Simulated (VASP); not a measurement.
# TiSeS3 (Pm-3m) in VASP: single point with PBE

Aim: the single point of TiSeS3 with PBE.

Program: VASP 6.6.1. These are calculated values, not measurements. Logs are shortened: lines on timing, memory, paths and dates and some standing lists are left out, and cuts for length are marked.

## Step 1: The cell of the first run

Symmetry: Pm-3m, No. 221, cubic system. The conventional cell has a = 4.812 Å, b = 4.812 Å, c = 4.812 Å, α = 90.00°, β = 90.00°, γ = 90.00°. Within 4.5 Å of Ti (site symmetry m-3m) lie 12 S at 3.40 Å and 8 Se at 4.17 Å. Within 3.2 Å of Se (site symmetry m-3m) lie 6 S at 2.41 Å. Within 3.2 Å of S (site symmetry 4/mmm) lie 2 Se at 2.41 Å.

The cell was generated, and may not be a known phase.

## Step 2: Single point, PBE, collinear spin

INCAR reads:

```
SYSTEM = TiSeS3
  ALGO = Normal
  EDIFF = 1E-6
  ENCUT = 520
  GGA = PE
  ISIF = 2
  ISMEAR = 0
  ISPIN = 2
  LASPH = .TRUE.
  LCHARG = .FALSE.
  LMAXMIX = 4
  LORBIT = 11
  LREAL = .FALSE.
  LWAVE = .FALSE.
  MAGMOM = 1 0 0 0 0
  NBANDS = 30
  NELM = 150
  PREC = Accurate
  SIGMA = 0.1
```

KPOINTS reads:

```
k-points
0
G
  4 4 4
  0 0 0
```

POSCAR reads:

```
TiSeS3
1.0
    4.8121238800      0.0000000000      0.0000000000
    0.0000000000      4.8121238800      0.0000000000
    0.0000000000      0.0000000000      4.8121238800
Ti Se S
1 1 3
Direct
    0.0000000000      0.0000000000      0.0000000000
    0.5000000000      0.5000000000      0.5000000000
    0.0000000000      0.5000000000      0.5000000000
    0.5000000000      0.0000000000      0.5000000000
    0.5000000000      0.5000000000      0.0000000000
```

Potentials or basis: VASP PAW PBE potentials, release 64 (Ti_sv, Se, S).

Command:

```
> cat potpaw_PBE.64/Ti_sv/POTCAR potpaw_PBE.64/Se/POTCAR potpaw_PBE.64/S/POTCAR > POTCAR
> mpirun -np 1 vasp_std > vasp.out
```

OUTCAR:

```text
SYSTEM = TiSeS3
   EDIFF = 1E-6
   ENCUT = 520
   GGA = PE
   ISIF = 2
   ISMEAR = 0
   ISPIN = 2
   LASPH = .TRUE.
   LORBIT = 11
   LREAL = .FALSE.
   NELM = 150
   PREC = Accurate

 ion  position               nearest neighbor table
   1  0.000  0.000  0.000-
   2  0.500  0.500  0.500-   3 2.41   4 2.41   5 2.41   5 2.41   4 2.41   3 2.41
   3  0.000  0.500  0.500-   2 2.41   2 2.41
   4  0.500  0.000  0.500-   2 2.41   2 2.41
   5  0.500  0.500  0.000-   2 2.41   2 2.41

  LATTYP: Found a simple cubic cell.
 ALAT       =     4.8121238800

  Lattice vectors:

 A1 = (   4.8121238800,   0.0000000000,   0.0000000000)
 A2 = (   0.0000000000,   4.8121238800,   0.0000000000)
 A3 = (   0.0000000000,   0.0000000000,   4.8121238800)

Analysis of symmetry for initial positions (statically):
=====================================================================
 Subroutine PRICEL returns:
 Original cell was already a primitive cell.

 Routine SETGRP: Setting up the symmetry group for a
 simple cubic supercell.

 Subroutine GETGRP returns: Found 48 space group operations
 (whereof 48 operations were pure point group operations)
 out of a pool of 48 trial point group operations.

The static configuration has the point symmetry O_h .

Analysis of symmetry for dynamics (positions and initial velocities):
=====================================================================
 Subroutine PRICEL returns:
 Original cell was already a primitive cell.

 Routine SETGRP: Setting up the symmetry group for a
 simple cubic supercell.

 Subroutine GETGRP returns: Found 48 space group operations
 (whereof 48 operations were pure point group operations)
 out of a pool of 48 trial point group operations.

The dynamic configuration has the point symmetry O_h .

Analysis of structural, dynamic, and magnetic symmetry:
=====================================================================
 Subroutine PRICEL returns:
 Original cell was already a primitive cell.

 Routine SETGRP: Setting up the symmetry group for a
 simple cubic supercell.

 Subroutine GETGRP returns: Found 48 space group operations
 (whereof 48 operations were pure point group operations)
 out of a pool of 48 trial point group operations.

The overall configuration has the point symmetry O_h .

 Subroutine INISYM returns: Found 48 space group operations
 (whereof 48 operations are pure point group operations),
 and found     1 'primitive' translations

----------------------------------------------------------------------------------------

                                     Primitive cell

  volume of cell :     111.4321

  direct lattice vectors                    reciprocal lattice vectors
     4.812123880  0.000000000  0.000000000     0.207808449  0.000000000  0.000000000
     0.000000000  4.812123880  0.000000000     0.000000000  0.207808449  0.000000000
     0.000000000  0.000000000  4.812123880     0.000000000  0.000000000  0.207808449

  length of vectors
     4.812123880  4.812123880  4.812123880     0.207808449  0.207808449  0.207808449

  position of ions in fractional coordinates (direct lattice)
     0.000000000  0.000000000  0.000000000
     0.500000000  0.500000000  0.500000000
     0.000000000  0.500000000  0.500000000
     0.500000000  0.000000000  0.500000000
     0.500000000  0.500000000  0.000000000

  ion indices of the primitive-cell ions
   primitive index   ion index
                 1           1
                 2           2
                 3           3
                 4           4
                 5           5

----------------------------------------------------------------------------------------

 KPOINTS: k-points

Automatic generation of k-mesh.
 Grid dimensions read from file:
 generate k-points for:    4    4    4

 Generating k-lattice:

  Cartesian coordinates                     Fractional coordinates (reciprocal lattice)
     0.051952112  0.000000000  0.000000000     0.250000000  0.000000000  0.000000000
     0.000000000  0.051952112  0.000000000     0.000000000  0.250000000  0.000000000
     0.000000000  0.000000000  0.051952112     0.000000000  0.000000000  0.250000000

  Length of vectors
     0.051952112  0.051952112  0.051952112

  Shift w.r.t. Gamma in fractional coordinates (k-lattice)
     0.000000000  0.000000000  0.000000000

 Subroutine IBZKPT returns following result:
 ===========================================

 Found     10 irreducible k-points:

 Following reciprocal coordinates:
            Coordinates               Weight
  0.000000  0.000000  0.000000      1.000000
  0.250000  0.000000  0.000000      6.000000
  0.500000  0.000000  0.000000      3.000000
  0.250000  0.250000  0.000000     12.000000
  0.500000  0.250000  0.000000     12.000000
  0.500000  0.500000  0.000000      3.000000
  0.250000  0.250000  0.250000      8.000000
  0.500000  0.250000  0.250000     12.000000
  0.500000  0.500000  0.250000      6.000000
  0.500000  0.500000  0.500000      1.000000
   k-points           NKPTS =     10   k-points in BZ     NKDIM =     10   number of bands    NBANDS=     30
   number of dos      NEDOS =    301   number of ions     NIONS =      5
   total plane-waves  NPLWV =  46656
   dimension x,y,z NGX =    36 NGY =   36 NGZ =   36
   dimension x,y,z NGXF=    72 NGYF=   72 NGZF=   72
   ions per type =               1   1   3
   NGX,Y,Z   is equivalent  to a cutoff of  12.44, 12.44, 12.44 a.u.
   NGXF,Y,Z  is equivalent  to a cutoff of  24.87, 24.87, 24.87 a.u.
 SYSTEM =  TiSeS3
   PREC   = accura    normal or accurate (medium, high low for compatibility)
   ISTART =      0    job   : 0-new  1-cont  2-samecut
   ICHARG =      2    charge: 1-file 2-atom 10-const
   ISPIN  =      2    spin polarized calculation?
   LNONCOLLINEAR =      F non collinear calculations
   LSORBIT =      F    spin-orbit coupling
   LASPH  =      T    aspherical Exc in radial PAW
   ENCUT  =  520.0 eV  38.22 Ry    6.18 a.u.   8.95  8.95  8.95*2*pi/ulx,y,z
   NELM   =    150;   NELMIN=  2; NELMDL= -5     # of ELM steps
   EDIFF  = 0.1E-05   stopping-criterion for ELM
   LREAL  =      F    real-space projection
   EDIFFG = 0.1E-04   stopping-criterion for IOM
   NSW    =      0    number of steps for IOM
   IBRION =     -1    ionic relax: 0-MD 1-quasi-New 2-CG
   NFREE  =      0    steps in history (QN), initial steepest desc. (CG)
   ISIF   =      2    stress and relaxation
   ISYM   =      2    0-nonsym 1-usesym 2-fastsym
   POTIM  = 0.5000    time-step for ionic-motion
   TEBEG  =    0.0;   TEEND  =   0.0 temperature during run
   PSTRESS=    0.0 pullay stress
   NELECT =      36.0000    total number of electrons
   NUPDOWN=      -1.0000    fix difference up-down
   EMIN   =  10.00;   EMAX   =-10.00  energy-range for DOS
   EFERMI =   0.00;   METHOD = LEGACY
   ISMEAR =     0;   SIGMA  =   0.10  broadening in eV -4-tet -1-fermi 0-gaus
   EFERMI_NEDOS =   21; number of points for ismear=-14 and -15
   IALGO  =     38    algorithm
   IMIX   =      4    mixing-type and parameters
     AMIX     =   0.40;   BMIX     =  1.00
     AMIX_MAG =   1.60;   BMIX_MAG =  1.00
  volume/ion in A,a.u.               =      22.29       150.40
  Fermi-wavevector in a.u.,A,eV,Ry     =   1.123325  2.122777 17.168643  1.261860
  Thomas-Fermi vector in A             =   2.259991
   LORBIT       =     11    0 simple, 1 ext, 2 COOP (PROOUT), +10 PAW based schemes
   GGA     = PE    functional components
   LHFCALC =     F    Hartree Fock is set to
   AEXX    =    0.0000 exact exchange contribution
   IVDW    =     0    specifies the selected vdW correction
   LEPSILON=     F    determine dielectric tensor
   LRPA    =     F    only Hartree local field effects (RPA)
 spin polarized calculation
 Gauss-broadening in eV      SIGMA  =   0.10
  energy-cutoff  :      520.00
  volume of cell :      111.43
 maximum number of plane-waves:      3016
 NGX is ok and might be reduce to    36
   NGX = 17   NGY = 17   NGZ = 17

 number of electron      35.9999993 magnetization       1.4226202

 Free energy of the ion-electron system (eV)
  ---------------------------------------------------
  ext. energy  EPLUGINS =         0.00000000
  ---------------------------------------------------
  free energy    TOTEN  =       -21.07796172 eV

  energy without entropy =      -21.04339432  energy(sigma->0) =      -21.06067802

 E-fermi :   4.3440     XC(G=0):  -9.5471

 val. band max:        4.3268011001   @ k =   0.5000   0.5000   0.2500
 cond. band min:       4.3521007763   @ k =   0.5000   0.5000   0.2500
 fundamental gap:      0.0252996762
 Fermi energy:         4.3440406435

 spin component 1

 k-point     1 :       0.0000    0.0000    0.0000
  band No.  band energies     occupation
      1     -54.1103      1.00000
      2     -30.3478      1.00000
      3     -30.3478      1.00000
      4     -30.3478      1.00000
      5     -11.8102      1.00000
      6      -7.0475      1.00000
[... 22 lines left out ...]
     29      10.9095      0.00000
     30      11.0645      0.00000

 k-point     2 :       0.2500    0.0000    0.0000
  band No.  band energies     occupation
      1     -54.1103      1.00000
      2     -30.3482      1.00000
      3     -30.3478      1.00000
      4     -30.3478      1.00000
      5     -11.6300      1.00000
      6      -7.6320      1.00000
[... 22 lines left out ...]
     29      11.3641      0.00000
     30      11.3641      0.00000

 k-point     3 :       0.5000    0.0000    0.0000
  band No.  band energies     occupation
      1     -54.1103      1.00000
      2     -30.3486      1.00000
      3     -30.3477      1.00000
      4     -30.3477      1.00000
      5     -11.4070      1.00000
      6      -8.2382      1.00000
[... 197 lines left out ...]
      6      -8.1410      1.00000
[... 22 lines left out ...]
     29      11.0218      0.00000
     30      13.4939      0.00000

 k-point    10 :       0.5000    0.5000    0.5000
  band No.  band energies     occupation
      1     -54.1102      1.00000
      2     -30.3485      1.00000
      3     -30.3484      1.00000
      4     -30.3484      1.00000
      5     -10.2869      1.00000
      6      -8.1167      1.00000
[... 22 lines left out ...]
     29      12.2000      0.00000
     30      13.2117      0.00000
 Fermi energy:         4.3440406435

 spin component 2

 k-point     1 :       0.0000    0.0000    0.0000
  band No.  band energies     occupation
      1     -52.6139      1.00000
      2     -28.8552      1.00000
      3     -28.8552      1.00000
      4     -28.8552      1.00000
      5     -11.8177      1.00000
      6      -7.2156      1.00000
[... 22 lines left out ...]
     29      10.9449      0.00000
     30      11.4327      0.00000

 k-point     2 :       0.2500    0.0000    0.0000
  band No.  band energies     occupation
      1     -52.6139      1.00000
      2     -28.8556      1.00000
      3     -28.8551      1.00000
      4     -28.8551      1.00000
      5     -11.6333      1.00000
      6      -7.7761      1.00000
[... 22 lines left out ...]
     29      11.4045      0.00000
     30      11.4045      0.00000

 k-point     3 :       0.5000    0.0000    0.0000
  band No.  band energies     occupation
      1     -52.6139      1.00000
      2     -28.8560      1.00000
      3     -28.8551      1.00000
      4     -28.8551      1.00000
      5     -11.4032      1.00000
      6      -8.3691      1.00000
[... 220 lines left out ...]
     29      11.5748      0.00000
     30      13.4336      0.00000

 k-point    10 :       0.5000    0.5000    0.5000
  band No.  band energies     occupation
      1     -52.6139      1.00000
      2     -28.8558      1.00000
      3     -28.8558      1.00000
      4     -28.8558      1.00000
      5     -10.2158      1.00000
      6      -8.2547      1.00000
[... 22 lines left out ...]
     29      12.8052      0.00000
     30      13.3022      0.00000

------------------------ aborting loop because EDIFF is reached ----------------------------------------

  FORCE on cell =-STRESS in cart. coord.  units (eV):
  Direction    XX          YY          ZZ          XY          YZ          ZX
  --------------------------------------------------------------------------------------
  -------------------------------------------------------------------------------------
  Total       -1.8821176     -1.8821176     -1.8821176      0.0000000      0.0000000     -0.0000000
  in kB      -27.0611928    -27.0611928    -27.0611928      0.0000000      0.0000000     -0.0000000
  external PRESSURE =     -27.0611928 kB  Pullay stress =       0.0000000 kB

 VOLUME and BASIS-vectors are now :
 -----------------------------------------------------------------------------
  energy-cutoff  :      520.00
  volume of cell :      111.43
      direct lattice vectors                 reciprocal lattice vectors
     4.812123880  0.000000000  0.000000000     0.207808449  0.000000000  0.000000000
     0.000000000  4.812123880  0.000000000     0.000000000  0.207808449  0.000000000
     0.000000000  0.000000000  4.812123880     0.000000000  0.000000000  0.207808449

 POSITION                                       TOTAL-FORCE (eV/Angst)
 -----------------------------------------------------------------------------------
      0.00000      0.00000      0.00000         0.000000      0.000000      0.000000
      2.40606      2.40606      2.40606         0.000000      0.000000      0.000000
      0.00000      2.40606      2.40606         0.000000      0.000000      0.000000
      2.40606      0.00000      2.40606         0.000000      0.000000      0.000000
      2.40606      2.40606      0.00000         0.000000      0.000000      0.000000
 -----------------------------------------------------------------------------------
    total drift:                               -0.000000      0.000000      0.000000

  FREE ENERGIE OF THE ION-ELECTRON SYSTEM (eV)
  ---------------------------------------------------
  free  energy   TOTEN  =       -21.0779617184 eV

  energy  without entropy=      -21.0433943245  energy(sigma->0) =      -21.06067802

 total charge

# of ion       s       p       d       tot
------------------------------------------
    1        2.069   5.968   1.811   9.849
    2        1.538   2.067   0.168   3.773
    3        1.385   2.229   0.000   3.614
    4        1.385   2.229   0.000   3.614
    5        1.385   2.229   0.000   3.614
--------------------------------------------------
tot          7.763  14.722   1.979  24.465

 magnetization (x)

# of ion       s       p       d       tot
------------------------------------------
    1        0.019   0.008   1.460   1.487
    2       -0.001   0.076   0.001   0.075
    3       -0.002  -0.117   0.000  -0.119
    4       -0.002  -0.117   0.000  -0.119
    5       -0.002  -0.117   0.000  -0.119
--------------------------------------------------
tot          0.013  -0.268   1.461   1.206
```

It took 1.8 min on 1 thread of AMD EPYC 7R13 (Zen 3), shared host; peak memory 0.23 GiB.

Results:

```
Free energy                                           : -21.0780 eV
Pressure                                              : -2.7 GPa
Net moment                                            : 1.42 μB per cell
Site moments                                          : Ti +1.49; Se +0.07; S -0.12 μB
Valence electrons inside the program's atomic spheres : Ti 9.85; Se 3.77; S 3.61
```
